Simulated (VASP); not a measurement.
A run of VASP 6.6.1 is set up as follows.

File INCAR:

```
  PREC = Accurate
  ENCUT = 520
  EDIFF = 1E-7
  ISMEAR = 0
  SIGMA = 0.02
  LREAL = False
  LASPH = True
  NELM = 60
  ALGO = Normal
  ISIF = 2
  LWAVE = False
  LCHARG = False
  GGA = PS
  NBANDS = 20
```

File KPOINTS:

```
Automatic mesh
0
Gamma
  12 12 12
```

POSCAR

```
MoS2
1.0
    1.5715348701      0.9073260803      6.2850594880
   -1.5715348701      0.9073260803      6.2850594880
    0.0000000000     -1.8146521606      6.2850594880
Mo S
1 2
Direct
    0.9997682907      0.9997682907      0.9997682907
    0.4157504928      0.4157504928      0.4157504928
    0.2504822165      0.2504822165      0.2504822165
```

Potentials or basis: VASP PAW PBE potentials, release 64 (Mo_sv, S).

Command:

```console
$ cat potpaw_PBE.64/Mo_sv/POTCAR potpaw_PBE.64/S/POTCAR > POTCAR
$ mpirun -np 1 vasp_std > vasp.out
```

Question: What does it give for the band gap on the k mesh?

Answer: 1.02 eV (least direct gap 1.80 eV).

Question: What does it give for the pressure?

Answer: 0.0 GPa.

Caveat: the PAW data sets were made with another functional, which shifts forces and pressure a little. A k mesh can miss the band edges.
